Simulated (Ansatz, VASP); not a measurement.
## Rh in VASP and in Ansatz

```
CELL_PARAMETERS angstrom
0.00000 1.85401 1.90155
1.85401 0.00000 1.90155
1.85401 1.85401 0.00000
ATOMIC_POSITIONS crystal
Rh 0.00000 0.00000 0.00000
```

Change from the starting cell: strain -0.025 along x and y, +0.000 along z, atoms carried along.

Alike in both runs: task single point; functional LDA; k mesh 22 × 22 × 22; occupations gaussian, width 0.15 eV; no spin polarisation.

|  | VASP | Ansatz |
| --- | --- | --- |
| version | VASP 6.6.1 | Ansatz 0.2.0 |
| potentials or method | VASP PAW LDA potentials, release 64 (Rh_pv), cutoff 520 eV | scalar-relativistic, plane waves, PAW |
| valence electrons in the cell | 15 | 17 |

Ansatz gave:

* gap on the k mesh at the Fermi level (eV): none
* pressure (GPa): 3.9
* traceless stress, the component that is largest in VASP (GPa): -4.88

Task: Estimate VASP's values.

Result: gap on the k mesh at the Fermi level (eV): none; pressure (GPa): 4.9; traceless stress, the component that is largest in VASP (GPa): -4.87.

LDA's correlation is that of Perdew and Zunger in VASP and of Perdew and Wang (1992) in Ansatz. A gap of «none» marks a metal or a gap that the smearing closes. VASP's potentials hold 15 valence electrons a cell and Ansatz's 17, so a difference there can come from the potentials and not from the codes.
